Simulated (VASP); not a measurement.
# NbP (Fm-3m) in VASP: density of states with PBE+U

Aim: the density of states of NbP with PBE+U.

All numbers are computed with VASP 6.6.1; they aren't measurements. Logs are shortened: lines on timing, memory, paths and dates and some standing lists are left out, and cuts for length are marked.

### Step 1. The cell of the first run

It takes space group Fm-3m (No. 225, cubic). Conventional cell: a = 5.157 Å, b = 5.157 Å, c = 5.157 Å, α = 90.00°, β = 90.00°, γ = 90.00°. Nb (site symmetry m-3m) has 6 P at 2.58 Å within 3.4 Å. P (site symmetry m-3m) has 6 Nb at 2.58 Å within 3.4 Å.

### Step 2. Density of states, PBE+U, collinear spin, ferromagnetic start

File POSCAR:

```
NbP
1.0
    0.0000000000      2.5787349200      2.5787349200
    2.5787349200      0.0000000000      2.5787349200
    2.5787349200      2.5787349200      0.0000000000
Nb P
1 1
Direct
    0.0000000000      0.0000000000      0.0000000000
    0.5000000000      0.5000000000      0.5000000000
```

File INCAR.step1:

```
  ALGO = Normal
  EDIFF = 1E-6
  ENCUT = 400
  GGA = PE
  GGA_COMPAT = False
  ISIF = 2
  ISMEAR = -1
  ISPIN = 2
  LASPH = True
  LCHARG = True
  LDAU = True
  LDAUJ = 0 0
  LDAUL = 2 -1
  LDAUPRINT = 1
  LDAUTYPE = 2
  LDAUU = 1.52 0
  LMAXMIX = 4
  LORBIT = 11
  LREAL = False
  LWAVE = False
  MAGMOM = 1 0
  NBANDS = 20
  NEDOS = 2001
  NELM = 200
  PREC = Accurate
  SIGMA = 0.1
```

File KPOINTS.step1:

```
k-points
0
Gamma
  8 8 8
```

File INCAR.step2:

```
  ALGO = Normal
  EDIFF = 1E-6
  ENCUT = 400
  GGA = PE
  GGA_COMPAT = False
  ICHARG = 11
  ISIF = 2
  ISMEAR = -5
  ISPIN = 2
  LASPH = True
  LCHARG = False
  LDAU = True
  LDAUJ = 0 0
  LDAUL = 2 -1
  LDAUPRINT = 1
  LDAUTYPE = 2
  LDAUU = 1.52 0
  LMAXMIX = 4
  LORBIT = 11
  LREAL = False
  LWAVE = False
  MAGMOM = 1 0
  NEDOS = 1001
  NELM = 200
  PREC = Accurate
  SIGMA = 0.1
```

File KPOINTS.step2:

```
k-points
0
Gamma
  12 12 12
```

Potentials or basis: VASP PAW PBE potentials, release 64 (Nb_sv, P).

Command:

```console
cat potpaw_PBE.64/Nb_sv/POTCAR potpaw_PBE.64/P/POTCAR > POTCAR
cp INCAR.step1 INCAR
cp KPOINTS.step1 KPOINTS
mpirun -np 1 vasp_std > vasp.out
cp INCAR.step2 INCAR
cp KPOINTS.step2 KPOINTS
mpirun -np 1 vasp_std > vasp.out
```

OUTCAR:

```text
EDIFF = 1E-6
   ENCUT = 400
   GGA = PE
   ICHARG = 11
   ISIF = 2
   ISMEAR = -5
   ISPIN = 2
   LASPH = True
   LORBIT = 11
   LREAL = False
   NELM = 200
   PREC = Accurate

 ion  position               nearest neighbor table
   1  0.000  0.000  0.000-   2 2.58   2 2.58   2 2.58   2 2.58   2 2.58   2 2.58
   2  0.500  0.500  0.500-   1 2.58   1 2.58   1 2.58   1 2.58   1 2.58   1 2.58

  LATTYP: Found a face centered cubic cell.
 ALAT       =     5.1574698400

  Lattice vectors:

 A1 = (   0.0000000000,   2.5787349200,   2.5787349200)
 A2 = (   2.5787349200,   0.0000000000,   2.5787349200)
 A3 = (   2.5787349200,   2.5787349200,   0.0000000000)

Analysis of symmetry for initial positions (statically):
=====================================================================
 Subroutine PRICEL returns:
 Original cell was already a primitive cell.

 Routine SETGRP: Setting up the symmetry group for a
 face centered cubic supercell.

 Subroutine GETGRP returns: Found 48 space group operations
[... 9 lines left out ...]

 Routine SETGRP: Setting up the symmetry group for a
 face centered cubic supercell.

 Subroutine GETGRP returns: Found 48 space group operations
 (whereof 48 operations were pure point group operations)
 out of a pool of 48 trial point group operations.

The dynamic configuration has the point symmetry O_h .

Analysis of structural, dynamic, and magnetic symmetry:
=====================================================================
 Subroutine PRICEL returns:
 Original cell was already a primitive cell.

 Routine SETGRP: Setting up the symmetry group for a
 face centered cubic supercell.

 Subroutine GETGRP returns: Found 48 space group operations
 (whereof 48 operations were pure point group operations)
 out of a pool of 48 trial point group operations.

The overall configuration has the point symmetry O_h .

 Subroutine INISYM returns: Found 48 space group operations
[... 5 lines left out ...]
                                     Primitive cell

  volume of cell :      34.2965

  direct lattice vectors                    reciprocal lattice vectors
     0.000000000  2.578734920  2.578734920    -0.193893524  0.193893524  0.193893524
     2.578734920  0.000000000  2.578734920     0.193893524 -0.193893524  0.193893524
     2.578734920  2.578734920  0.000000000     0.193893524  0.193893524 -0.193893524

  length of vectors
     3.646881898  3.646881898  3.646881898     0.335833434  0.335833434  0.335833434

  position of ions in fractional coordinates (direct lattice)
     0.000000000  0.000000000  0.000000000
     0.500000000  0.500000000  0.500000000

  ion indices of the primitive-cell ions
   primitive index   ion index
                 1           1
                 2           2

----------------------------------------------------------------------------------------

 KPOINTS: k-points

Automatic generation of k-mesh.
 Grid dimensions read from file:
 generate k-points for:   12   12   12

 Generating k-lattice:

  Cartesian coordinates                     Fractional coordinates (reciprocal lattice)
    -0.016157794  0.016157794  0.016157794     0.083333333  0.000000000  0.000000000
     0.016157794 -0.016157794  0.016157794     0.000000000  0.083333333  0.000000000
     0.016157794  0.016157794 -0.016157794     0.000000000  0.000000000  0.083333333

  Length of vectors
     0.027986120  0.027986120  0.027986120

  Shift w.r.t. Gamma in fractional coordinates (k-lattice)
     0.000000000  0.000000000  0.000000000

 TETIRR: Found    247 inequivalent tetrahedra from    10368

 Subroutine IBZKPT returns following result:
[... 56 lines left out ...]
   ISYM   =      2    0-nonsym 1-usesym 2-fastsym
   POTIM  = 0.5000    time-step for ionic-motion
   TEBEG  =    0.0;   TEEND  =   0.0 temperature during run
   PSTRESS=    0.0 pullay stress
   NELECT =      18.0000    total number of electrons
   NUPDOWN=      -1.0000    fix difference up-down
   EMIN   =  10.00;   EMAX   =-10.00  energy-range for DOS
   EFERMI =   0.00;   METHOD = LEGACY
   ISMEAR =    -5;   SIGMA  =   0.10  broadening in eV -4-tet -1-fermi 0-gaus
   EFERMI_NEDOS =   21; number of points for ismear=-14 and -15
   IALGO  =     38    algorithm
   IMIX   =      4    mixing-type and parameters
     AMIX     =   0.40;   BMIX     =  1.00
     AMIX_MAG =   1.60;   BMIX_MAG =  1.00
  volume/ion in A,a.u.               =      17.15       115.72
  Fermi-wavevector in a.u.,A,eV,Ry     =   1.320532  2.495444 23.725908  1.743805
  Thomas-Fermi vector in A             =   2.450351
   LORBIT       =     11    0 simple, 1 ext, 2 COOP (PROOUT), +10 PAW based schemes
 LDA+U is selected, type is set to LDAUTYPE =  2
   angular momentum for each species LDAUL =     2   -1
   U (eV)           for each species LDAUU =   1.5  0.0
   J (eV)           for each species LDAUJ =   0.0  0.0
   GGA     = PE    functional components
   LHFCALC =     F    Hartree Fock is set to
   AEXX    =    0.0000 exact exchange contribution
   IVDW    =     0    specifies the selected vdW correction
   LEPSILON=     F    determine dielectric tensor
   LRPA    =     F    only Hartree local field effects (RPA)
 spin polarized calculation
 Fermi weights with tetrahedron method with Bloechl corrections
  energy-cutoff  :      400.00
  volume of cell :       34.30
 maximum number of plane-waves:       636

atom =   1  type =  1  l = 2

 onsite density matrix

spin component  1

  0.2217 -0.0000  0.0000 -0.0000  0.0000
 -0.0000  0.2217  0.0000 -0.0000 -0.0000
  0.0000  0.0000  0.2628  0.0000  0.0000
 -0.0000 -0.0000  0.0000  0.2217  0.0000
  0.0000 -0.0000  0.0000  0.0000  0.2628

spin component  2

  0.2217 -0.0000  0.0000 -0.0000  0.0000
 -0.0000  0.2217  0.0000 -0.0000 -0.0000
  0.0000  0.0000  0.2628  0.0000  0.0000
 -0.0000 -0.0000  0.0000  0.2217  0.0000
  0.0000 -0.0000  0.0000  0.0000  0.2628

 occupancies and eigenvectors

  o =  0.2217  v =  0.0000  0.0000  0.0000  0.0000  0.0000  0.0000  0.0368  0.0000 -0.9993  0.0000      0.0000  0.0000  0.0000  0.0000  0.0000  0.0000  0.0000  0.0000  0.0000  0.0000
  o =  0.2217  v =  0.0000  0.0000  0.0000  0.0000  0.0000  0.0000  0.9993  0.0000  0.0368  0.0000      0.0000  0.0000  0.0000  0.0000  0.0000  0.0000  0.0000  0.0000  0.0000  0.0000
  o =  0.2217  v =  0.0000  0.0000  0.0000  0.0000  0.0000  1.0000  0.0000  0.0000  0.0000  0.0000      0.0000  0.0000  0.0000  0.0000  0.0000  0.0000  0.0000  0.0000  0.0000  0.0000
  o =  0.2217  v =  0.0000  0.9991 -0.0000  0.0422 -0.0000  0.0000  0.0000  0.0000  0.0000  0.0000      0.0000  0.0000  0.0000  0.0000  0.0000  0.0000  0.0000  0.0000  0.0000  0.0000
  o =  0.2217  v =  0.0000  0.0422 -0.0000 -0.9991  0.0000  0.0000  0.0000  0.0000  0.0000  0.0000      0.0000  0.0000  0.0000  0.0000  0.0000  0.0000  0.0000  0.0000  0.0000  0.0000
  o =  0.2217  v =  1.0000  0.0000  0.0000  0.0000  0.0000  0.0000  0.0000  0.0000  0.0000  0.0000      0.0000  0.0000  0.0000  0.0000  0.0000  0.0000  0.0000  0.0000  0.0000  0.0000
  o =  0.2628  v =  0.0000  0.0000  0.0000  0.0000  0.0000  0.0000 -0.0000 -0.0000  0.0000  1.0000      0.0000  0.0000  0.0000  0.0000  0.0000  0.0000  0.0000  0.0000  0.0000  0.0000
  o =  0.2628  v =  0.0000  0.0000  0.0000  0.0000  0.0000  0.0000  0.0000 -1.0000  0.0000 -0.0000      0.0000  0.0000  0.0000  0.0000  0.0000  0.0000  0.0000  0.0000  0.0000  0.0000
  o =  0.2628  v =  0.0000  0.0000  0.0000  0.0000  1.0000  0.0000  0.0000  0.0000  0.0000  0.0000      0.0000  0.0000  0.0000  0.0000  0.0000  0.0000  0.0000  0.0000  0.0000  0.0000
  o =  0.2628  v =  0.0000 -0.0000 -1.0000  0.0000  0.0000  0.0000  0.0000  0.0000  0.0000  0.0000      0.0000  0.0000  0.0000  0.0000  0.0000  0.0000  0.0000  0.0000  0.0000  0.0000

 number of electron      18.0000003 magnetization       0.0000416

 Free energy of the ion-electron system (eV)
  ---------------------------------------------------
  ext. energy  EPLUGINS =         0.00000000
  ---------------------------------------------------
  free energy    TOTEN  =       -15.41610499 eV

  energy without entropy =      -15.41610499  energy(sigma->0) =      -15.41610499

 E-fermi :  10.7409     XC(G=0): -11.6622

 val. band max:       10.7466066142   @ k =   0.3333   0.0000   0.0000
 cond. band min:      10.6081604010   @ k =   0.5000   0.5000   0.0000
 fundamental gap:     -0.1384462132
 Fermi energy:        10.7408617855

 spin component 1

 k-point     1 :       0.0000    0.0000    0.0000
  band No.  band energies     occupation
      1     -45.4453      1.00000
      2     -21.4308      1.00000
      3     -21.4308      1.00000
      4     -21.4308      1.00000
      5      -2.4183      1.00000
      6       9.0926      1.00000
      7       9.0926      1.00000
      8       9.0926      1.00000
      9       9.5579      1.00000
     10       9.5579      1.00000
     11      10.1240      1.00000
     12      10.1240      1.25290
[... 793 lines left out ...]
      3     -21.4897      1.00000
      4     -21.4618      1.00000
      5      -0.1018      1.00000
      6       4.1129      1.00000
      7       6.1002      1.00000
      8       6.3178      1.00000
      9      11.2243     -0.06301
     10      11.4149      0.00000
     11      12.0323      0.00000
     12      14.4293      0.00000
     13      15.4142      0.00000
     14      15.7913      0.00000

 [... further k-points ...]

------------------------ aborting loop because EDIFF is reached ----------------------------------------

  FORCE on cell =-STRESS in cart. coord.  units (eV):
  Direction    XX          YY          ZZ          XY          YZ          ZX
  --------------------------------------------------------------------------------------
  -------------------------------------------------------------------------------------
  Total       -1.4974554     -1.4974554     -1.4974554      0.0000000      0.0000000      0.0000000
  in kB      -69.9542941    -69.9542941    -69.9542941      0.0000000      0.0000000      0.0000000
  external PRESSURE =     -69.9542941 kB  Pullay stress =       0.0000000 kB

 VOLUME and BASIS-vectors are now :
 -----------------------------------------------------------------------------
  energy-cutoff  :      400.00
  volume of cell :       34.30
      direct lattice vectors                 reciprocal lattice vectors
     0.000000000  2.578734920  2.578734920    -0.193893524  0.193893524  0.193893524
     2.578734920  0.000000000  2.578734920     0.193893524 -0.193893524  0.193893524
     2.578734920  2.578734920  0.000000000     0.193893524  0.193893524 -0.193893524

 POSITION                                       TOTAL-FORCE (eV/Angst)
 -----------------------------------------------------------------------------------
      0.00000      0.00000      0.00000         0.000000      0.000000      0.000000
      2.57873      2.57873      2.57873         0.000000     -0.000000      0.000000
 -----------------------------------------------------------------------------------
    total drift:                                0.000000     -0.000000     -0.000000

  FREE ENERGIE OF THE ION-ELECTRON SYSTEM (eV)
  ---------------------------------------------------
  free  energy   TOTEN  =       -15.4161049892 eV

  energy  without entropy=      -15.4161049892  energy(sigma->0) =      -15.41610499

 total charge

# of ion       s       p       d       tot
------------------------------------------
    1        2.137   5.999   2.348  10.484
    2        1.015   1.532   0.000   2.547
--------------------------------------------------
tot          3.152   7.531   2.348  13.032

 magnetization (x)

# of ion       s       p       d       tot
------------------------------------------
    1       -0.000  -0.000   0.000   0.000
    2        0.000  -0.000   0.000  -0.000
--------------------------------------------------
tot          0.000  -0.000   0.000   0.000
```

It took 30 s on 1 thread of AMD EPYC 9R45 (Zen 5), shared host; peak memory 0.14 GiB.

Results:

| Property | Result |
| --- | --- |
| Net moment | 0.00 μB per cell |
| Valence electrons inside the program's atomic spheres | Nb 10.48; P 2.55 |

Eigenvalues of the final occupation matrices:
| site | spin | trace | eigenvalues |
| --- | --- | --- | --- |
| site 1 d | 1 | 1.19 | 0.22 0.22 0.22 0.26 0.26 |
| site 1 d | 2 | 1.19 | 0.22 0.22 0.22 0.26 0.26 |

Caveat: the U is typed as a test and isn't derived for this compound; tetrahedron occupations give inexact forces and stress in metals. The state reached can hang on the start; a lower one may exist.
